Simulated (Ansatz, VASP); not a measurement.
One calculation of Al2Pt, two programs

```
Pt Al
1.0
     0.00000    2.95015    2.95015
     2.95015    0.00000    2.95015
     2.95015    2.95015    0.00000
Pt Al
1 2
Direct
  0.00000 0.00000 0.00000
  0.25000 0.25000 0.25000
  0.75000 0.75000 0.75000
```

Alike in both runs: task single point; functional r2SCAN; dispersion D4; k mesh 5 × 5 × 5; occupations fermi-dirac, width 0.0377 eV; no spin polarisation.

|  | VASP | Ansatz |
| --- | --- | --- |
| version | VASP 6.6.1 | Ansatz 0.2.0 |
| potentials or method | VASP PAW PBE potentials, release 64 (Pt, Al), cutoff 520 eV | PAW plane waves |
| valence electrons in the cell | 16 | 24 |

VASP gave:

```
gap on the k mesh at the Fermi level (eV) : none
pressure (GPa)                            : -1.1
```

Estimate Ansatz's values.

gap on the k mesh at the Fermi level (eV): none; pressure (GPa): -0.8.

VASP's potentials were made for PBE, not for r2SCAN. A gap of «none» marks a metal or a gap that the smearing closes. VASP's potentials hold 16 valence electrons a cell and Ansatz's 24, so a difference there can come from the potentials and not from the codes.

The k mesh is coarse, so the values compare programs but aren't converged. Neither program's run includes spin-orbit coupling.
